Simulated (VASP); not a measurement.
Here is a VASP 6.6.1 calculation.

File POSCAR:

```
MnO
1.0
    2.7451547209      0.0000000000      0.0000000000
    0.0000000000      2.7451547209      0.0000000000
    0.0000000000      0.0000000000      2.7451547209
Mn O
1 1
Direct
    0.0000000000      0.0000000000      0.0000000000
    0.5000000000      0.5000000000      0.5000000000
```

The input INCAR.step1:

```
PREC = Accurate
ENCUT = 520
EDIFF = 1E-5
ISMEAR = -1
SIGMA = 0.05
LREAL = F
LASPH = T
NELM = 150
ALGO = Normal
ISIF = 2
LWAVE = T
ISPIN = 2
MAGMOM = 4 0
LORBIT = 11
LMAXMIX = 4
GGA = PE
NBANDS = 20
```

INCAR.step2

```
PREC = Accurate
ENCUT = 520
EDIFF = 1E-6
ISMEAR = -1
SIGMA = 0.05
LREAL = F
LASPH = T
NELM = 150
ALGO = Normal
ISIF = 2
LWAVE = F
LCHARG = T
ISPIN = 2
MAGMOM = 4 0
LORBIT = 11
LMAXMIX = 4
GGA = PE
LHFCALC = T
HFSCREEN = 0.2079
PRECFOCK = Normal
LELF = T
LVHAR = T
ISTART = 1
NBANDS = 20
```

The input KPOINTS:

```
Automatic mesh
0
Gamma
  5 5 5
```

Potentials or basis: VASP PAW PBE potentials, release 64 (Mn_pv, O).

The run is started by

```sh
$ cat potpaw_PBE.64/Mn_pv/POTCAR potpaw_PBE.64/O/POTCAR > POTCAR
$ cp INCAR.step1 INCAR
$ mpirun -np 1 vasp_std > vasp.out
$ cp INCAR.step2 INCAR
$ mpirun -np 1 vasp_std > vasp.out
```

Question: What does it give for the band gap on the k mesh?

Answer: 1.57 eV (least direct gap 2.98 eV).

Question: Predict the pressure.

Answer: 0.4 GPa.

Caveat: the k points lie up to 0.46 Å⁻¹ apart; the PAW data sets were made with another functional, which shifts forces and pressure a little; an odd mesh through Γ misses points on the zone boundary, where band edges can lie; a cell with one magnetic atom can't hold antiferromagnetic order, which such compounds often take.
